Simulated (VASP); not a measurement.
# TaS2 (P-3m1) in VASP: notebook, part 3 of 3

VASP 6.6.1. The steps go on from the part before.

## (6) Electric field gradients, LDA (zz strain of +1 %)

The input, INCAR:

```
SYSTEM = TaS2
ALGO = Normal
EDIFF = 1E-8
ENCUT = 400
GGA_COMPAT = .False.
ISIF = 2
ISMEAR = -1
LASPH = .True.
LCHARG = .False.
LEFG = .True.
LREAL = .False.
LWAVE = .False.
NBANDS = 18
NELM = 120
PREC = Accurate
SIGMA = 0.03
```

The input, KPOINTS:

```
k-points
0
Gamma
  9 9 5
  0 0 0
```

The input, POSCAR:

```
TaS2
1.0
    3.3500021206      0.0000000000      0.0000000000
   -1.6750010603      2.9011869392      0.0000000000
    0.0000000000      0.0000000000      5.9186000000
Ta S
1 2
Direct
    0.0000000000      0.0000000000      0.0000000000
    0.3333333333      0.6666666667      0.2500000000
    0.6666666667      0.3333333333      0.7500000000
```

Potentials or basis: VASP PAW LDA potentials, release 64 (Ta_pv, S).

Run with:

```bash
$ cat potpaw_LDA.64/Ta_pv/POTCAR potpaw_LDA.64/S/POTCAR > POTCAR
$ mpirun -np 1 vasp_std > vasp.out
```

OUTCAR:

```text
SYSTEM = TaS2
   EDIFF = 1E-8
   ENCUT = 400
   ISIF = 2
   ISMEAR = -1
   LASPH = .True.
   LREAL = .False.
   NELM = 120
   PREC = Accurate

 ion  position               nearest neighbor table
   1  0.000  0.000  0.000-   2 2.44   3 2.44   3 2.44   2 2.44   3 2.44   2 2.44
   2  0.333  0.667  0.250-   1 2.44   1 2.44   1 2.44
   3  0.667  0.333  0.750-   1 2.44   1 2.44   1 2.44

  LATTYP: Found a hexagonal cell.
 ALAT       =     3.3500021206
 C/A-ratio  =     1.7667451503

  Lattice vectors:

 A1 = (   3.3500021206,   0.0000000000,   0.0000000000)
 A2 = (  -1.6750010603,   2.9011869392,   0.0000000000)
 A3 = (   0.0000000000,   0.0000000000,   5.9186000000)

Analysis of symmetry for initial positions (statically):
=====================================================================
 Subroutine PRICEL returns:
 Original cell was already a primitive cell.

 Routine SETGRP: Setting up the symmetry group for a
 hexagonal supercell.

 Subroutine GETGRP returns: Found 12 space group operations
 (whereof 12 operations were pure point group operations)
 out of a pool of 24 trial point group operations.

The static configuration has the point symmetry D_3d.

Analysis of symmetry for dynamics (positions and initial velocities):
=====================================================================
 Subroutine PRICEL returns:
 Original cell was already a primitive cell.

 Routine SETGRP: Setting up the symmetry group for a
 hexagonal supercell.

 Subroutine GETGRP returns: Found 12 space group operations
 (whereof 12 operations were pure point group operations)
 out of a pool of 24 trial point group operations.
[... 159 lines left out ...]
  band No.  band energies     occupation
      1     -29.6765      2.00000
      2     -29.6511      2.00000
      3     -29.6511      2.00000
      4      -9.5915      2.00000
      5      -7.5459      2.00000
      6      -1.5423      2.00000
[... 481 lines left out ...]
      5      -7.6006      2.00000
      6      -0.4212      2.00000
[... 10 lines left out ...]
     17      12.0160      0.00000
     18      12.8149      0.00000

 [... further k-points ...]
[... 5 lines left out ...]
  --------------------------------------------------------------------------------------
  -------------------------------------------------------------------------------------
  Total       -0.3945102     -0.3945102      1.1321688      0.0000000     -0.0000000      0.0000000
  in kB      -10.9882620    -10.9882620     31.5342107      0.0000000     -0.0000000      0.0000000
  external PRESSURE =       3.1858955 kB  Pullay stress =       0.0000000 kB

 VOLUME and BASIS-vectors are now :
 -----------------------------------------------------------------------------
  energy-cutoff  :      400.00
  volume of cell :       57.52
      direct lattice vectors                 reciprocal lattice vectors
     3.350002121  0.000000000  0.000000000     0.298507274  0.172343255  0.000000000
    -1.675001060  2.901186939  0.000000000     0.000000000  0.344686510  0.000000000
     0.000000000  0.000000000  5.918600000     0.000000000  0.000000000  0.168958875

 POSITION                                       TOTAL-FORCE (eV/Angst)
 -----------------------------------------------------------------------------------
      0.00000      0.00000      0.00000        -0.000000      0.000000      0.000000
     -0.00000      1.93412      1.47965         0.000000     -0.000000      0.600923
      1.67500      0.96706      4.43895        -0.000000      0.000000     -0.600923
 -----------------------------------------------------------------------------------
    total drift:                               -0.000000      0.000000      0.000000

  FREE ENERGIE OF THE ION-ELECTRON SYSTEM (eV)
  ---------------------------------------------------
  free  energy   TOTEN  =       -25.4521850424 eV

  energy  without entropy=      -25.4459524061  energy(sigma->0) =      -25.44906872

 Electric field gradients (V/A^2)
---------------------------------------------------------------------
 ion       V_xx      V_yy      V_zz      V_xy      V_xz      V_yz
---------------------------------------------------------------------
   1      73.181    73.180  -146.361    -0.000    -0.000     0.000
   2       7.887     7.887   -15.774    -0.000    -0.000     0.000
   3       7.887     7.887   -15.774    -0.000    -0.000     0.000
---------------------------------------------------------------------

 Electric field gradients after diagonalization (V/A^2)
 (convention: |V_zz| > |V_xx| > |V_yy|)
----------------------------------------------------------------------
 ion       V_xx      V_yy      V_zz     asymmetry (V_yy - V_xx)/ V_zz
----------------------------------------------------------------------
   1      73.181    73.180  -146.361       0.000
   2       7.887     7.887   -15.774       0.000
   3       7.887     7.887   -15.774       0.000
----------------------------------------------------------------------

           NMR quadrupolar parameters

 Cq : quadrupolar parameter    Cq=e*Q*V_zz/h
 eta: asymmetry parameters     (V_yy - V_xx)/ V_zz
 Q  : nuclear electric quadrupole moment in mb (millibarn)
----------------------------------------------------------------------
 ion       Cq(MHz)       eta       Q (mb)
----------------------------------------------------------------------
   1      -0.354       0.000       1.000
   2      -0.038       0.000       1.000
   3      -0.038       0.000       1.000
----------------------------------------------------------------------
```

OSZICAR:

```text
N       E                     dE             d eps       ncg     rms          rms(c)
DAV:   1     0.126671834509E+03    0.12667E+03   -0.99728E+03  1800   0.942E+02
DAV:   2    -0.214637782417E+02   -0.14814E+03   -0.14535E+03  2362   0.259E+02
DAV:   3    -0.269450652527E+02   -0.54813E+01   -0.54188E+01  2280   0.491E+01
DAV:   4    -0.270078971159E+02   -0.62832E-01   -0.62779E-01  2400   0.572E+00
DAV:   5    -0.270089270442E+02   -0.10299E-02   -0.10299E-02  2256   0.707E-01    0.204E+01
DAV:   6    -0.255994644301E+02    0.14095E+01   -0.55958E+00  2040   0.143E+01    0.104E+01
DAV:   7    -0.254773338074E+02    0.12213E+00   -0.69169E-01  1992   0.468E+00    0.444E+00
DAV:   8    -0.254556816347E+02    0.21652E-01   -0.14818E-01  2234   0.231E+00    0.945E-01
DAV:   9    -0.254523751437E+02    0.33065E-02   -0.82545E-03  2224   0.653E-01    0.364E-01
DAV:  10    -0.254521826960E+02    0.19245E-03   -0.23270E-03  2068   0.285E-01    0.865E-02
DAV:  11    -0.254521845517E+02   -0.18557E-05   -0.24918E-04  1936   0.909E-02    0.321E-02
DAV:  12    -0.254521858859E+02   -0.13342E-05   -0.22225E-05  2012   0.362E-02    0.100E-02
DAV:  13    -0.254521850198E+02    0.86614E-06   -0.62220E-06  1996   0.164E-02    0.447E-03
DAV:  14    -0.254521850471E+02   -0.27344E-07   -0.60070E-07  2334   0.494E-03    0.147E-03
DAV:  15    -0.254521850424E+02    0.47273E-08   -0.48993E-08  2080   0.157E-03
   1 F= -.25452185E+02 E0= -.25449069E+02  d E =-.623264E-02
```

stdout:

```text
POSCAR found type information on POSCAR TaS
 POSCAR found :  2 types and       3 ions
 scaLAPACK will be used
 LDA part: xc-table for (Slater(with rela. corr.)+CA(PZ))
 , standard interpolation
 POSCAR, INCAR and KPOINTS ok, starting setup
 FFT: planning ... GRIDC
 FFT: planning ... GRID_SOFT
 FFT: planning ... GRID
 WAVECAR not read
 entering main loop
ion   1

ion   2

ion   3
```

It took 26 s on 1 thread of Intel Xeon Platinum 8259CL at 2.50GHz (Skylake/Cascade Lake), shared host; peak memory 0.16 GiB.

Results:

```yaml
Free_energy: -25.4522 eV
Pressure: 0.3 GPa
Largest_force: 0.601 eV/Å
```

Forces in eV/Å, atoms in the order of the input:
```
Ta   0.000  0.000  0.000
S    0.000  0.000  0.601
S    0.000  0.000 -0.601
```

Electric field gradients, principal values (V/Å²):
| atom | least | middle | greatest (by size) |
| --- | --- | --- | --- |
| 1 Ta | 73.180 | 73.181 | -146.361 |
| 2 S | 7.887 | 7.887 | -15.774 |
| 3 S | 7.887 | 7.887 | -15.774 |

Caveat: the cell differs from its parent crystal (zz strain of +1 %); without QUAD_EFG the Cq values of the log hold for a quadrupole moment of 1 mb, not for the nuclei; spin-orbit coupling is left out, which moves the levels of the heavy elements.

## (7) Electric field gradients, LDA (zz strain of +2 %)

The input, INCAR:

```
  PREC = Accurate
  ENCUT = 400
  EDIFF = 1E-8
  ISMEAR = -1
  SIGMA = 0.03
  LREAL = False
  LASPH = True
  NELM = 120
  ALGO = Normal
  ISIF = 2
  LWAVE = False
  LCHARG = False
  GGA = CA
  LEFG = True
  NBANDS = 18
  GGA_COMPAT = False
```

The input, KPOINTS:

```
Automatic mesh
0
Gamma
  9 9 5
```

Changes to POSCAR since step 6:

```diff
@@ -4,3 +4,3 @@
    -1.6750010603      2.9011869392      0.0000000000
-    0.0000000000      0.0000000000      5.9186000000
+    0.0000000000      0.0000000000      5.9772000000
 Ta S
```

Potentials or basis: VASP PAW LDA potentials, release 64 (Ta_pv, S).

Run with:

```bash
$ cat potpaw_LDA.64/Ta_pv/POTCAR potpaw_LDA.64/S/POTCAR > POTCAR
$ mpirun -np 1 vasp_std > vasp.out
```

OUTCAR:

```text
PREC = Accurate
   ENCUT = 400
   EDIFF = 1E-8
   ISMEAR = -1
   LREAL = False
   LASPH = True
   NELM = 120
   ISIF = 2
   GGA = CA

 ion  position               nearest neighbor table
   1  0.000  0.000  0.000-   2 2.44   3 2.44   3 2.44   2 2.44   3 2.44   2 2.44
   2  0.333  0.667  0.250-   1 2.44   1 2.44   1 2.44
   3  0.667  0.333  0.750-   1 2.44   1 2.44   1 2.44

  LATTYP: Found a hexagonal cell.
 ALAT       =     3.3500021206
 C/A-ratio  =     1.7842376765

  Lattice vectors:

 A1 = (   3.3500021206,   0.0000000000,   0.0000000000)
 A2 = (  -1.6750010603,   2.9011869392,   0.0000000000)
 A3 = (   0.0000000000,   0.0000000000,   5.9772000000)

Analysis of symmetry for initial positions (statically):
=====================================================================
 Subroutine PRICEL returns:
 Original cell was already a primitive cell.

[... 701 lines left out ...]
     0.000000000  0.000000000  5.977200000     0.000000000  0.000000000  0.167302416

 POSITION                                       TOTAL-FORCE (eV/Angst)
 -----------------------------------------------------------------------------------
      0.00000      0.00000      0.00000         0.000000     -0.000000      0.000000
     -0.00000      1.93412      1.49430        -0.000000     -0.000000      0.370849
      1.67500      0.96706      4.48290         0.000000      0.000000     -0.370849
 -----------------------------------------------------------------------------------
    total drift:                               -0.000000      0.000000      0.000000

  FREE ENERGIE OF THE ION-ELECTRON SYSTEM (eV)
  ---------------------------------------------------
  free  energy   TOTEN  =       -25.4600736128 eV

  energy  without entropy=      -25.4542687365  energy(sigma->0) =      -25.45717117

 Electric field gradients (V/A^2)
---------------------------------------------------------------------
 ion       V_xx      V_yy      V_zz      V_xy      V_xz      V_yz
---------------------------------------------------------------------
   1      72.987    72.986  -145.973    -0.000    -0.000     0.000
   2       7.259     7.259   -14.518    -0.000    -0.000     0.000
   3       7.259     7.259   -14.518    -0.000    -0.000     0.000
---------------------------------------------------------------------

 Electric field gradients after diagonalization (V/A^2)
 (convention: |V_zz| > |V_xx| > |V_yy|)
----------------------------------------------------------------------
 ion       V_xx      V_yy      V_zz     asymmetry (V_yy - V_xx)/ V_zz
----------------------------------------------------------------------
   1      72.987    72.986  -145.973       0.000
   2       7.259     7.259   -14.518       0.000
   3       7.259     7.259   -14.518       0.000
----------------------------------------------------------------------

           NMR quadrupolar parameters

 Cq : quadrupolar parameter    Cq=e*Q*V_zz/h
 eta: asymmetry parameters     (V_yy - V_xx)/ V_zz
 Q  : nuclear electric quadrupole moment in mb (millibarn)
----------------------------------------------------------------------
 ion       Cq(MHz)       eta       Q (mb)
----------------------------------------------------------------------
   1      -0.353       0.000       1.000
   2      -0.035       0.000       1.000
   3      -0.035       0.000       1.000
----------------------------------------------------------------------
```

It took 30 s on 1 thread of Intel Xeon Platinum 8259CL at 2.50GHz (Skylake/Cascade Lake), shared host; peak memory 0.16 GiB.

Results:

| Quantity | Value |
| --- | --- |
| Free energy | -25.4601 eV |
| Pressure | -1.0 GPa |
| Largest force | 0.371 eV/Å |

Forces on the atoms (eV/Å):
```
Ta   0.000  0.000  0.000
S    0.000  0.000  0.371
S    0.000  0.000 -0.371
```

Stress tensor (GPa, compression positive):
```
-2.15  0.00  0.00
 0.00 -2.15  0.00
 0.00  0.00  1.15
```

Electric field gradients, principal values (V/Å²):
```csv
atom,least,middle,greatest (by size)
1 Ta,72.986,72.987,-145.973
2 S,7.259,7.259,-14.518
3 S,7.259,7.259,-14.518
```

Caveat: the cell differs from its parent crystal (zz strain of +2 %); without QUAD_EFG the Cq values of the log hold for a quadrupole moment of 1 mb, not for the nuclei; spin-orbit coupling is left out, which moves the levels of the heavy elements.

## (8) The runs side by side

```csv
cell,gap on the mesh (eV),pressure (GPa),largest force (eV/Å)
"a = 3.350, b = 3.350, c = 5.684 Å, angles 90.0, 90.0, 120.0°, 3 atoms",none,6.4,1.56
"a = 3.350, b = 3.350, c = 5.743 Å, angles 90.0, 90.0, 120.0°, 3 atoms",none,4.8,1.31
"a = 3.350, b = 3.350, c = 5.801 Å, angles 90.0, 90.0, 120.0°, 3 atoms",none,3.2,1.07
"a = 3.350, b = 3.350, c = 5.919 Å, angles 90.0, 90.0, 120.0°, 3 atoms",none,0.3,0.60
"a = 3.350, b = 3.350, c = 5.977 Å, angles 90.0, 90.0, 120.0°, 3 atoms",none,-1.0,0.37
```

Alike in all rows: task electric field gradients; level LDA; potentials or basis VASP PAW LDA potentials, release 64 (Ta_pv, S); no spin polarisation; k mesh 9 × 9 × 5; cutoff (eV) 400; smearing fermi-dirac 0.03 eV.

Caveats: spin-orbit coupling is left out, which moves the levels of the heavy elements; forces of over 1 eV/Å act on the atoms, so gaps and moduli don't describe the material at rest (some runs).

Total energies depend on the potentials used, so only differences within one code and one set of settings carry meaning.
